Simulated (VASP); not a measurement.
# C (Fd-3m) in VASP: a series of runs, part 2 of 2

VASP 6.6.1. Earlier steps stand in the parts before.

## 4. Single point, r2SCAN+D4

This run uses another cell than the first one, of 5.61 Å³/atom, 0.998 times its volume.

POSCAR reads:

```
C
1.0
    0.0000000000      1.7772739317      1.7772739317
    1.7772739317      0.0000000000      1.7772739317
    1.7772739317      1.7772739317      0.0000000000
C
2
Direct
    0.0000000000      0.0000000000      0.0000000000
    0.2500000000      0.2500000000      0.2500000000
```

INCAR.step1 reads:

```
PREC     = Accurate       # precision mode
ENCUT    = 520            # plane-wave cutoff, eV
ISMEAR   = 0              # smearing method
SIGMA    = 0.01           # smearing width, eV
LREAL    = False          # projectors in reciprocal space
LASPH    = True           # aspherical terms in the spheres
NELM     = 100            # most SCF steps
NBANDS   = 11             # bands
GGA      = PE             # functional
ALGO     = Normal         # electronic algorithm
EDIFF    = 1E-4           # SCF threshold, eV
LWAVE    = True           # write WAVECAR
LCHARG   = False          # write CHGCAR
```

INCAR.step2 reads:

```
PREC     = Accurate       # precision mode
ENCUT    = 520            # plane-wave cutoff, eV
EDIFF    = 1E-6           # SCF threshold, eV
ISMEAR   = 0              # smearing method
SIGMA    = 0.01           # smearing width, eV
LREAL    = False          # projectors in reciprocal space
LASPH    = True           # aspherical terms in the spheres
NELM     = 100            # most SCF steps
ALGO     = Normal         # electronic algorithm
ISIF     = 2              # what is computed and relaxed
LWAVE    = False          # write WAVECAR
LCHARG   = False          # write CHGCAR
METAGGA  = R2SCAN         # meta-GGA
LMIXTAU  = True         
IVDW     = 13             # dispersion correction
VDW_S6   = 1.0          
VDW_S8   = 0.6018749    
VDW_A1   = 0.51559235   
VDW_A2   = 5.77342911   
NBANDS   = 11             # bands
ISTART   = 1
```

KPOINTS reads:

```
regular mesh
0
Gamma
  8 8 8
```

Potentials or basis: VASP PAW PBE potentials, release 64 (C).

The run is started by

```
cat potpaw_PBE.64/C/POTCAR > POTCAR
cp INCAR.step1 INCAR
mpirun -np 1 vasp_std > vasp.out
cp INCAR.step2 INCAR
mpirun -np 1 vasp_std > vasp.out
```

OUTCAR:

```text
PREC = Accurate
   ENCUT = 520
   EDIFF = 1E-6
   ISMEAR = 0
   LREAL = False
   LASPH = True
   NELM = 100
   ISIF = 2
   METAGGA = R2SCAN
   IVDW = 13
   ISTART = 1

 ion  position               nearest neighbor table
   1  0.000  0.000  0.000-   2 1.54   2 1.54   2 1.54   2 1.54
   2  0.250  0.250  0.250-   1 1.54   1 1.54   1 1.54   1 1.54

  LATTYP: Found a face centered cubic cell.
 ALAT       =     3.5545478634

  Lattice vectors:

 A1 = (   0.0000000000,   1.7772739317,   1.7772739317)
 A2 = (   1.7772739317,   0.0000000000,   1.7772739317)
 A3 = (   1.7772739317,   1.7772739317,   0.0000000000)

Analysis of symmetry for initial positions (statically):
=====================================================================
 Subroutine PRICEL returns:
 Original cell was already a primitive cell.

 Routine SETGRP: Setting up the symmetry group for a
 face centered cubic supercell.

 Subroutine GETGRP returns: Found 48 space group operations
 (whereof 24 operations were pure point group operations)
 out of a pool of 48 trial point group operations.

The static configuration has the point symmetry T_d .
 The point group associated with its full space group is O_h .

Analysis of symmetry for dynamics (positions and initial velocities):
[... 175 lines left out ...]
      7      15.7268      0.00000
      8      23.9283      0.00000
      9      30.3985      0.00000
     10      37.3652      0.00000
     11      37.3652      0.00000
[... 309 lines left out ...]
 k-point    24 :      -0.3750    0.2500    0.1250
  band No.  band energies     occupation
      1      -5.8928      2.00000
      2      -3.2593      2.00000
      3       3.1042      2.00000
      4       4.8590      2.00000
      5      18.6647      0.00000
      6      19.8262      0.00000
      7      23.7378      0.00000
      8      25.7381      0.00000
      9      29.2952      0.00000
     10      35.3821      0.00000
     11      37.6299      0.00000

 [... further k-points ...]

------------------------ aborting loop because EDIFF is reached ----------------------------------------

  DFT-D4 for vdW energy calculation

  Edisp (eV):   -0.17804

  FORCE on cell =-STRESS in cart. coord.  units (eV):
  Direction    XX          YY          ZZ          XY          YZ          ZX
  --------------------------------------------------------------------------------------
  -------------------------------------------------------------------------------------
  Total       0.08189     0.08189     0.08189    -0.00000     0.00000     0.00000
  in kB      11.68492    11.68492    11.68492    -0.00000     0.00000     0.00000
  external pressure =       11.68 kB  Pullay stress =        0.00 kB

 VOLUME and BASIS-vectors are now :
 -----------------------------------------------------------------------------
  energy-cutoff  :      520.00
  volume of cell :       11.23
      direct lattice vectors                 reciprocal lattice vectors
     0.000000000  1.777273932  1.777273932    -0.281329733  0.281329733  0.281329733
     1.777273932  0.000000000  1.777273932     0.281329733 -0.281329733  0.281329733
     1.777273932  1.777273932  0.000000000     0.281329733  0.281329733 -0.281329733

 POSITION                                       TOTAL-FORCE (eV/Angst)
 -----------------------------------------------------------------------------------
      0.00000      0.00000      0.00000        -0.000000      0.000000     -0.000000
      0.88864      0.88864      0.88864         0.000000      0.000000      0.000000
 -----------------------------------------------------------------------------------
    total drift:                                0.000000      0.000000      0.000000

  FREE ENERGIE OF THE ION-ELECTRON SYSTEM (eV)
  ---------------------------------------------------
  free  energy   TOTEN  =       -19.8334764436 eV

  energy  without entropy=      -19.8334764436  energy(sigma->0) =      -19.83347644
```

OSZICAR.step1:

```text
N       E                     dE             d eps       ncg     rms          rms(c)
DAV:   1    -0.299422532476E+00   -0.29942E+00   -0.47792E+03   646   0.721E+02
DAV:   2    -0.185027537236E+02   -0.18203E+02   -0.17790E+02   796   0.122E+02
DAV:   3    -0.188394665537E+02   -0.33671E+00   -0.33560E+00   770   0.129E+01
DAV:   4    -0.188400617578E+02   -0.59520E-03   -0.59519E-03   703   0.630E-01
DAV:   5    -0.188400624533E+02   -0.69541E-06   -0.69544E-06   728   0.209E-02    0.563E+00
DAV:   6    -0.183453849353E+02    0.49468E+00   -0.25878E-01   653   0.359E+00    0.337E+00
DAV:   7    -0.181789049960E+02    0.16648E+00   -0.31581E-01   680   0.401E+00    0.775E-01
DAV:   8    -0.181807447741E+02   -0.18398E-02   -0.87163E-03   659   0.698E-01    0.440E-02
DAV:   9    -0.181807848214E+02   -0.40047E-04   -0.62220E-05   711   0.637E-02
   1 F= -.18180785E+02 E0= -.18180785E+02  d E =-.186864E-41
```

Run time: 47 s. Hardware: 1 thread of AMD EPYC 7R13, shared host; peak memory 0.09 GiB.

What came out:

```
Free energy                : -19.8335 eV
Pressure                   : 1.2 GPa
Band gap on the k mesh     : 4.35 eV, indirect (least direct gap 5.86 eV)
Dispersion energy per atom : -0.089 eV
```

Levels at points of the mesh, in eV from the valence-band top:
```csv
k point,band 2,band 3,band 4,band 5,band 6,band 7
"(0.00, 0.00, 0.00)",0.00,0.00,0.00,5.86,5.86,5.86
"(0.50, 0.00, 0.00)",-14.16,-3.00,-3.00,8.92,8.92,9.27
"(0.50, 0.50, 0.00)",-13.66,-6.72,-6.72,5.02,5.02,18.04
```

Caveat: the PAW data sets were made with another functional, which shifts forces and pressure a little.

## 5. Overview

| level | cell | gap on the mesh (eV) | pressure (GPa) |
| --- | --- | --- | --- |
| PBE+D3(BJ) | a = 2.515 Å, angles 60.0°, 2 atoms | 4.15 | 0.7 |
| PBE | a = 2.526 Å, angles 60.0°, 2 atoms | 4.12 | 0.6 |
| r2SCAN+D4 | a = 2.513 Å, angles 60.0°, 2 atoms | 4.35 | 1.2 |

Alike in all rows: task single point; potentials or basis VASP PAW PBE potentials, release 64 (C); no spin polarisation; k mesh 8 × 8 × 8; cutoff (eV) 520; smearing gaussian 0.01 eV.

Caveats: the PAW data sets were made with another functional, which shifts forces and pressure a little (some runs).

Total energies depend on the potentials used, so only differences within one code and one set of settings carry meaning.
